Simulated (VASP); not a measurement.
Here is a VASP 6.6.1 calculation.

Contents of INCAR:

```
SYSTEM = BAs
PREC = Accurate
ENCUT = 520
EDIFF = 1E-6
ISMEAR = 0
SIGMA = 0.05
LREAL = .FALSE.
LASPH = .TRUE.
NELM = 80
ALGO = Normal
ISIF = 2
LWAVE = .FALSE.
LCHARG = .FALSE.
GGA = PE
NBANDS = 11
```

Contents of KPOINTS:

```
Automatic mesh
0
G
  10 10 10
  0 0 0
```

The input POSCAR:

```
BAs
1.0
    0.0000000000      2.3885000000      2.2929600000
    2.3885000000      0.0000000000      2.2929600000
    2.3885000000      2.3885000000      0.0000000000
B As
1 1
Direct
    0.0000000000      0.0000000000      0.0000000000
    0.7500000000      0.7500000000      0.7500000000
```

Potentials or basis: VASP PAW PBE potentials, release 64 (B, As).

Command:

```bash
$ cat potpaw_PBE.64/B/POTCAR potpaw_PBE.64/As/POTCAR > POTCAR
$ mpirun -np 1 vasp_std > vasp.out
```

Q: What does it give for the pressure?

A: 9.9 GPa.

Q: Predict the band gap on the k mesh.

A: 0.51 eV, indirect (least direct gap 2.90 eV).

Stress tensor (GPa, compression positive):
```
 7.15  0.00  0.00
 0.00  7.15  0.00
 0.00  0.00 15.29
```

Caveat: the cell differs from its parent crystal (strain +0.000 along x and y, -0.040 along z). A k mesh can miss the band edges.
